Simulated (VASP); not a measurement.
Here is a VASP 6.6.1 calculation.

The input INCAR:

```
PREC     = Accurate       # precision mode
ENCUT    = 600            # plane-wave cutoff, eV
EDIFF    = 1E-6           # SCF threshold, eV
ISMEAR   = 0              # smearing method
SIGMA    = 0.1            # smearing width, eV
LREAL    = F              # projectors in reciprocal space
LASPH    = T              # aspherical terms in the spheres
NELM     = 100            # most SCF steps
ALGO     = Fast           # electronic algorithm
ISIF     = 3              # what is computed and relaxed
LWAVE    = F              # write WAVECAR
LCHARG   = F              # write CHGCAR
GGA      = PE             # functional
IBRION   = 2              # ionic algorithm
NSW      = 100            # ionic steps
EDIFFG   = -0.01          # ionic threshold
```

File KPOINTS:

```
regular mesh
0
Gamma
  18 18 6
```

File POSCAR:

```
Al
1.0
    2.8405892829      0.0000000000      0.0000000000
   -1.4202946414      2.4600224807      0.0000000000
    0.0000000000      0.0000000000      9.4960250402
Al
4
Direct
    0.0000000000      0.0000000000      0.5000000000
    0.6666666667      0.3333333333      0.7500000000
    0.0000000000      0.0000000000      0.0000000000
    0.3333333333      0.6666666667      0.2500000000
```

Potentials or basis: VASP PAW PBE potentials, release 64 (Al).

Command:

```sh
$ cat potpaw_PBE.64/Al/POTCAR > POTCAR
$ mpirun -np 1 vasp_std > vasp.out
```

(1) Estimate the relaxed cell.

(2) Predict the space group after relaxing (to 0.1 Å).

Results:

(1) a = 2.855 Å, b = 2.855 Å, c = 9.381 Å, α = 90.00°, β = 90.00°, γ = 120.00°.

(2) P6_3/mmc (No. 194).
